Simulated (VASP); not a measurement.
# MnSb (P6_3/mmc) in VASP: single point with PBEsol

Aim: the single point of MnSb with PBEsol.

Program: VASP 6.6.1. These are calculated values, not measurements. Logs are shortened: lines on timing, memory, paths and dates and some standing lists are left out, and cuts for length are marked.

## (1) The cell of the first run

Symmetry: P6_3/mmc, No. 194, hexagonal system. Conventional cell: a = 4.177 Å, b = 4.177 Å, c = 5.818 Å, α = 90.00°, β = 90.00°, γ = 120.00°. Within 3.8 Å of Sb (site symmetry -6m2) lie 6 Mn at 2.82 Å and 6 Sb at 3.78 Å. Within 3.7 Å of Mn (site symmetry -3m) lie 6 Sb at 2.82 Å and 2 Mn at 2.91 Å.

## (2) Single point, PBEsol, collinear spin, ferromagnetic start

Input file INCAR:

```
SYSTEM = MnSb
  PREC = Accurate
  ENCUT = 520
  EDIFF = 1E-7
  ISMEAR = -1
  SIGMA = 0.05
  LREAL = .FALSE.
  LASPH = .TRUE.
  NELM = 150
  ALGO = Normal
  ISIF = 2
  LWAVE = .FALSE.
  LCHARG = .TRUE.
  ISPIN = 2
  MAGMOM = 0 0 4 4
  LORBIT = 11
  LMAXMIX = 4
  GGA = PS
  LELF = .TRUE.
  LVHAR = .TRUE.
  NBANDS = 30
```

Input file KPOINTS:

```
regular mesh
0
G
  7 7 5
  0 0 0
```

Input file POSCAR:

```
MnSb
1.0
    4.1774842447      0.0000000000      0.0000000000
   -2.0887421223      3.6178074798      0.0000000000
    0.0000000000      0.0000000000      5.8182792613
Sb Mn
2 2
Direct
    0.6666666667      0.3333333333      0.7500000000
    0.3333333333      0.6666666667      0.2500000000
    0.0000000000      0.0000000000      0.5000000000
    0.0000000000      0.0000000000      0.0000000000
```

Potentials or basis: VASP PAW PBE potentials, release 64 (Sb, Mn_pv).

Command:

```bash
> cat potpaw_PBE.64/Sb/POTCAR potpaw_PBE.64/Mn_pv/POTCAR > POTCAR
> mpirun -np 1 vasp_std > vasp.out
```

OUTCAR:

```text
SYSTEM = MnSb
   PREC = Accurate
   ENCUT = 520
   EDIFF = 1E-7
   ISMEAR = -1
   LREAL = .FALSE.
   LASPH = .TRUE.
   NELM = 150
   ISIF = 2
   ISPIN = 2
   LORBIT = 11
   GGA = PS

 ion  position               nearest neighbor table
   1  0.667  0.333  0.750-   3 2.82   4 2.82   3 2.82   4 2.82   3 2.82   4 2.82   2 3.78   2 3.78
                             2 3.78   2 3.78   2 3.78   2 3.78
   2  0.333  0.667  0.250-   3 2.82   4 2.82   3 2.82   4 2.82   3 2.82   4 2.82   1 3.78   1 3.78
                             1 3.78   1 3.78   1 3.78   1 3.78
   3  0.000  0.000  0.500-   1 2.82   2 2.82   2 2.82   1 2.82   1 2.82   2 2.82   4 2.91   4 2.91

   4  0.000  0.000  0.000-   1 2.82   2 2.82   2 2.82   1 2.82   1 2.82   2 2.82   3 2.91   3 2.91

  LATTYP: Found a hexagonal cell.
 ALAT       =     4.1774842447
 C/A-ratio  =     1.3927710843

  Lattice vectors:

 A1 = (   4.1774842447,   0.0000000000,   0.0000000000)
 A2 = (  -2.0887421223,   3.6178074798,   0.0000000000)
 A3 = (   0.0000000000,   0.0000000000,   5.8182792613)

Analysis of symmetry for initial positions (statically):
=====================================================================
 Subroutine PRICEL returns:
 Original cell was already a primitive cell.

 Routine SETGRP: Setting up the symmetry group for a
 hexagonal supercell.

 Subroutine GETGRP returns: Found 24 space group operations
 (whereof 12 operations were pure point group operations)
 out of a pool of 24 trial point group operations.

The static configuration has the point symmetry D_3d.
 The point group associated with its full space group is D_6h.

Analysis of symmetry for dynamics (positions and initial velocities):
=====================================================================
 Subroutine PRICEL returns:
 Original cell was already a primitive cell.

 Routine SETGRP: Setting up the symmetry group for a
 hexagonal supercell.

 Subroutine GETGRP returns: Found 24 space group operations
 (whereof 12 operations were pure point group operations)
 out of a pool of 24 trial point group operations.

The dynamic configuration has the point symmetry D_3d.
 The point group associated with its full space group is D_6h.

Analysis of structural, dynamic, and magnetic symmetry:
=====================================================================
 Subroutine PRICEL returns:
 Original cell was already a primitive cell.

 Routine SETGRP: Setting up the symmetry group for a
 hexagonal supercell.

 Subroutine GETGRP returns: Found 24 space group operations
 (whereof 12 operations were pure point group operations)
[... 134 lines left out ...]
   IVDW    =     0    specifies the selected vdW correction
   LEPSILON=     F    determine dielectric tensor
   LRPA    =     F    only Hartree local field effects (RPA)
 spin polarized calculation
  energy-cutoff  :      520.00
  volume of cell :       87.93
 maximum number of plane-waves:      2392
 NGX is ok and might be reduce to    32
   NGX = 15   NGY = 15   NGZ = 21

 number of electron      35.9999990 magnetization       6.8188862

 Free energy of the ion-electron system (eV)
  ---------------------------------------------------
  ext. energy  EPLUGINS =         0.00000000
  ---------------------------------------------------
  free energy    TOTEN  =       -28.15046664 eV

  energy without entropy =      -28.13046602  energy(sigma->0) =      -28.14046633

 E-fermi :   7.2613     XC(G=0): -10.6473

 val. band max:        7.2501256757   @ k =   0.2857   0.2857   0.2000
 cond. band min:       7.2641239203   @ k =   0.2857  -0.0000   0.0000
 fundamental gap:      0.0139982446
 Fermi energy:         7.2613168726

 spin component 1

 k-point     1 :       0.0000    0.0000    0.0000
  band No.  band energies     occupation
      1     -42.5324      1.00000
      2     -42.5324      1.00000
      3     -42.5254      1.00000
      4     -42.5254      1.00000
      5     -42.3266      1.00000
      6     -42.2519      1.00000
[... 781 lines left out ...]
     29      14.6375      0.00000
     30      14.9308      0.00000
 Fermi energy:         7.2613168726

 spin component 2

 k-point     1 :       0.0000    0.0000    0.0000
  band No.  band energies     occupation
      1     -38.8938      1.00000
      2     -38.8938      1.00000
      3     -38.8852      1.00000
      4     -38.8852      1.00000
      5     -38.8350      1.00000
      6     -38.7465      1.00000
[... 781 lines left out ...]
     29      15.0386      0.00000
     30      15.3900      0.00000

------------------------ aborting loop because EDIFF is reached ----------------------------------------

  FORCE on cell =-STRESS in cart. coord.  units (eV):
  Direction    XX          YY          ZZ          XY          YZ          ZX
  --------------------------------------------------------------------------------------
  -------------------------------------------------------------------------------------
  Total       -4.0689940     -4.0689940     -4.5738566     -0.0000000      0.0000000      0.0000000
  in kB      -74.1383294    -74.1383294    -83.3370816     -0.0000000      0.0000000      0.0000000
  external PRESSURE =     -77.2045801 kB  Pullay stress =       0.0000000 kB

 VOLUME and BASIS-vectors are now :
 -----------------------------------------------------------------------------
  energy-cutoff  :      520.00
  volume of cell :       87.93
      direct lattice vectors                 reciprocal lattice vectors
     4.177484245  0.000000000  0.000000000     0.239378521  0.138205254  0.000000000
    -2.088742122  3.617807480  0.000000000     0.000000000  0.276410507  0.000000000
     0.000000000  0.000000000  5.818279261     0.000000000  0.000000000  0.171872121

 POSITION                                       TOTAL-FORCE (eV/Angst)
 -----------------------------------------------------------------------------------
      2.08874      1.20594      4.36371        -0.000000      0.000000      0.000000
     -0.00000      2.41187      1.45457        -0.000000     -0.000000      0.000000
      0.00000      0.00000      2.90914         0.000000      0.000000      0.000000
      0.00000      0.00000      0.00000         0.000000      0.000000      0.000000
 -----------------------------------------------------------------------------------
    total drift:                                0.000000     -0.000000      0.000000

  FREE ENERGIE OF THE ION-ELECTRON SYSTEM (eV)
  ---------------------------------------------------
  free  energy   TOTEN  =       -28.1504666373 eV

  energy  without entropy=      -28.1304660226  energy(sigma->0) =      -28.14046633

 total charge

# of ion       s       p       d       tot
------------------------------------------
    1        1.146   1.249   0.038   2.434
    2        1.146   1.249   0.038   2.434
    3        0.273   6.203   5.019  11.494
    4        0.273   6.203   5.019  11.494
--------------------------------------------------
tot          2.838  14.904  10.114  27.856

 magnetization (x)

# of ion       s       p       d       tot
------------------------------------------
    1        0.012  -0.143   0.006  -0.126
    2        0.012  -0.143   0.006  -0.126
    3        0.036   0.025   3.381   3.443
    4        0.036   0.025   3.381   3.443
--------------------------------------------------
tot          0.096  -0.236   6.774   6.634
```

stdout:

```text
POSCAR found type information on POSCAR SbMn
 POSCAR found :  2 types and       4 ions
 scaLAPACK will be used
 -----------------------------------------------------------------------------
|                                                                             |
|                                                                             |
|     You enforced a specific xc type in the INCAR file but a different       |
|     I HOPE YOU KNOW WHAT YOU ARE DOING!                                     |
|                                                                             |
 -----------------------------------------------------------------------------

 LDA part: xc-table for (Slater+PW92), standard interpolation
 POSCAR, INCAR and KPOINTS ok, starting setup
 FFT: planning ... GRIDC
 FFT: planning ... GRID_SOFT
 FFT: planning ... GRID
 WAVECAR not read
 entering main loop
```

It took 3.8 min on 1 thread of Oxide Virtual Turin-like, shared host; peak memory 0.26 GiB.

Results:

| Property | Result |
| --- | --- |
| Free energy | -28.1505 eV |
| Pressure | -7.7 GPa |
| Net moment | 6.82 μB per cell |
| Site moments | Sb -0.13; Mn +3.44 μB |
| Valence electrons inside the program's atomic spheres | Sb 2.43; Mn 11.49 |

Caveat: the cell stands under tension; the PAW data sets were made with another functional, which shifts forces and pressure a little; spin-orbit coupling is left out, which moves the levels of the heavy elements; the run started ferromagnetic, and an antiferromagnetic order may lie lower in energy.
